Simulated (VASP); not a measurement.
Set up this calculation in VASP 6.6.1, as the native input.

```
Task                   : single point
Functional             : LDA
Potentials or basis    : VASP PAW LDA potentials, release 64 (Si, C)
Cutoff                 : 600 eV
k mesh                 : 8 × 8 × 8
Occupations            : gaussian, width 0.01 eV
Spin                   : no spin polarisation
Dipole correction      : no
Further INCAR settings : ALGO = Normal; EDIFF = 1e-06; NBANDS = 11
```

The structure of SiC lies in POSCAR:

```
SiC
1.0
    0.0000000000      2.1780523476      2.1780523476
    2.1780523476      0.0000000000      2.1780523476
    2.1780523476      2.1780523476      0.0000000000
Si C
1 1
Direct
    0.0000000000      0.0000000000      0.0000000000
    0.2500000000      0.2500000000      0.2500000000
```

One way to write it, as run:

INCAR

```
PREC = Accurate
ENCUT = 600
EDIFF = 1E-6
ISMEAR = 0
SIGMA = 0.01
LREAL = F
LASPH = T
NELM = 120
ALGO = Normal
ISIF = 2
LWAVE = F
LCHARG = F
GGA = CA
NBANDS = 11
GGA_COMPAT = F
```

KPOINTS

```
Automatic mesh
0
Gamma
  8 8 8
```

Potentials or basis: VASP PAW LDA potentials, release 64 (Si, C).

Run with:

```bash
$ cat potpaw_LDA.64/Si/POTCAR potpaw_LDA.64/C/POTCAR > POTCAR
$ mpirun -np 1 vasp_std > vasp.out
```

Results of the run:

| Property | Result |
| --- | --- |
| Pressure | -3.9 GPa |
| Band gap on the k mesh | 1.30 eV, indirect (least direct gap 4.50 eV) |

Wall time 15 s on 1 thread of Intel Xeon 8259CL, on a shared host, peak memory 0.13 GiB.
